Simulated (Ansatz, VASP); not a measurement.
## KSrBr3: VASP beside Ansatz

The input INCAR:

```
ALGO     = Normal         # electronic algorithm
EDIFF    = 1E-6           # SCF threshold, eV
ENCUT    = 520            # plane-wave cutoff, eV
GGA      = PE             # functional
ISIF     = 2              # what is computed and relaxed
ISMEAR   = -1             # smearing method
LASPH    = True           # aspherical terms in the spheres
LCHARG   = False          # write CHGCAR
LREAL    = False          # projectors in reciprocal space
LWAVE    = False          # write WAVECAR
NBANDS   = 28             # bands
NELM     = 60             # most SCF steps
PREC     = Accurate       # precision mode
SIGMA    = 0.02           # smearing width, eV
```

KPOINTS

```
k-points
0
Gamma
  4 4 4
```

The input POSCAR:

```
KSrBr3
1.0
    6.0864973656      0.0000000000      0.0000000000
    0.0000000000      6.0864973656      0.0000000000
    0.0000000000      0.0000000000      6.0864973656
K Sr Br
1 1 3
Direct
    0.0000000000      0.0000000000      0.0000000000
    0.5000000000      0.5000000000      0.5000000000
    0.5000000000      0.5000000000      0.0000000000
    0.5000000000      0.0000000000      0.5000000000
    0.0000000000      0.5000000000      0.5000000000
```

Input for Ansatz:

```yaml
crystal:
  lattice:
    - [6.0864973656, 0.0, 0.0]
    - [0.0, 6.0864973656, 0.0]
    - [0.0, 0.0, 6.0864973656]
  atoms:
    - { symbol: K, position: [0.0, 0.0, 0.0] }
    - { symbol: Sr, position: [0.5, 0.5, 0.5] }
    - { symbol: Br, position: [0.5, 0.5, 0.0] }
    - { symbol: Br, position: [0.5, 0.0, 0.5] }
    - { symbol: Br, position: [0.0, 0.5, 0.5] }
kpoints:
  mp_grid: { grid: [4, 4, 4] }
  band_path:
    path: [[0.0, 0.0, 0.0], [0.0, 0.5, 0.0], [0.5, 0.5, 0.0], [0.5, 0.5, 0.5]]
    npoints: 1
hamiltonian:
  xc: pbe
scf:
  occupations: { method: fermi_dirac, width: 0.02 }
  n_extra_bands: 5
output:
  forces: true
  stress: true
  eigenvalues: true
  write_density: true
  write_potential: true
  elf: true
  volumetric_format: npy
```

Change from the starting cell: hydrostatic strain +2.5%.

Alike in both runs: task single point; functional PBE; k mesh 4 × 4 × 4; occupations fermi-dirac, width 0.02 eV; no spin polarisation.

```csv
,VASP,Ansatz
version,VASP 6.6.1,Ansatz 0.2.0
potentials or method,"VASP PAW PBE potentials, release 64 (K_sv, Sr_sv, Br)","plane waves, PAW"
plane-wave cutoff (eV),520,420
valence electrons in the cell,40,40
```

VASP gave:

| Property | Result |
| --- | --- |
| gap on the k mesh at the Fermi level (eV) | 3.65 |
| pressure (GPa) | -0.7 |

Problem. What did Ansatz give for the same quantities?

Solution. gap on the k mesh at the Fermi level (eV): 3.65; pressure (GPa): -0.8.

With one functional, cell and mesh, what is left measures potentials, basis and numerics.
